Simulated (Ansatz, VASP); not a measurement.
Two plane-wave programs on LiH

File POSCAR:

```
LiH
1.0
    0.0000000000      2.0678196931      2.0678196931
    2.0678196931      0.0000000000      2.0678196931
    2.0678196931      2.0678196931      0.0000000000
Li H
1 1
Direct
    0.0000000000      0.0000000000      0.0000000000
    0.5000000000      0.5000000000      0.5000000000
```

File INCAR.step1:

```
SYSTEM = LiH
ALGO = Normal
EDIFF = 1E-5
ENCUT = 520
GGA = PE
ISIF = 2
ISMEAR = 0
LASPH = .True.
LREAL = .False.
LWAVE = .True.
NBANDS = 9
NELM = 100
PREC = Accurate
SIGMA = 0.01
```

The input INCAR.step2:

```
SYSTEM = LiH
ALGO = Normal
EDIFF = 1E-7
ENCUT = 520
GGA = PE
HFSCREEN = 0.2079
ISIF = 2
ISMEAR = 0
ISTART = 1
LASPH = .True.
LCHARG = .True.
LELF = .True.
LHFCALC = .True.
LREAL = .False.
LVHAR = .True.
LWAVE = .False.
NBANDS = 9
NELM = 100
PREC = Accurate
PRECFOCK = Normal
SIGMA = 0.01
```

Contents of KPOINTS:

```
k-points
0
Gamma
  8 8 8
  0 0 0
```

Input for Ansatz:

```yaml
crystal:
  lattice:
    - [0.0, 2.0678196931, 2.0678196931]
    - [2.0678196931, 0.0, 2.0678196931]
    - [2.0678196931, 2.0678196931, 0.0]
  atoms:
    - { symbol: Li, position: [0.0, 0.0, 0.0] }
    - { symbol: H, position: [0.5, 0.5, 0.5] }
kpoints:
  mp_grid: { grid: [8, 8, 8] }
  band_path:
    path:
      - [0.0, 0.0, 0.0]
      - [0.5, 0.0, 0.5]
      - [0.625, 0.25, 0.625]
      - [0.375, 0.375, 0.75]
      - [0.5, 0.5, 0.5]
      - [0.5, 0.25, 0.75]
      - [0.0, 0.5, 0.5]
    npoints: 1
hamiltonian:
  xc: hse06
scf:
  occupations: { method: fixed }
  n_extra_bands: 4
output:
  forces: true
  stress: true
  eigenvalues: true
```

Change from the starting cell: hydrostatic strain +3.5%.

Alike in both runs: task single point; functional HSE06; k mesh 8 × 8 × 8; no spin polarisation.

|  | VASP | Ansatz |
| --- | --- | --- |
| version | VASP 6.6.1 | Ansatz 0.2.0 |
| potentials or method | VASP PAW PBE potentials, release 64 (Li_sv, H) | plane waves, PAW |
| plane-wave cutoff (eV) | 520 | 420 |
| occupations | gaussian, width 0.01 eV | fixed |
| valence electrons in the cell | 4 | 4 |

|  | VASP | Ansatz | Ansatz less VASP |
| --- | --- | --- | --- |
| gap on the k mesh at the Fermi level (eV) | 4.02 | 4.02 | +0.003 |

Ansatz's warnings: stress exchange threshold loose, stress scf threshold loose.

Noted on VASP's run: the cutoff is short for stress, so the pressure is rough.
